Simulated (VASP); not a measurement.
Co3Si8, 11 atoms in the cell. The cell holds a slab with vacuum, 11 atoms: a = 3.757 Å, b = 3.757 Å, c = 25.735 Å, α = 90.00°, β = 90.00°, γ = 120.00°. 

| Property | Result |
| --- | --- |
| Program | VASP 6.6.1 |
| Task | single point |
| Functional | PBEsol |
| Potentials or basis | VASP PAW PBE potentials, release 64 (Si, Co) |
| Cutoff | 520 eV |
| k mesh | 9 × 9 × 1 |
| Occupations | gaussian, width 0.1 eV |
| Spin | no spin polarisation |
| Dipole correction | yes |
| Further INCAR settings | ALGO = Normal; EDIFF = 1e-07; NBANDS = 40 |

Potentials or basis: VASP PAW PBE potentials, release 64 (Si, Co).

The run is started by

```console
$ cat potpaw_PBE.64/Si/POTCAR potpaw_PBE.64/Co/POTCAR > POTCAR
$ mpirun -np 1 vasp_std > vasp.out
```

Hardware: 1 thread of Intel(R) Xeon(R) Platinum 8488C (Sapphire Rapids) (shared host).

**Question.** Estimate the wall time of this run.

**Answer.** Run time: 4.2 min on 1 thread of Intel(R) Xeon(R) Platinum 8488C (Sapphire Rapids), on a shared host, peak memory 0.43 GiB. Counts: scf iterations 30, k points 12.
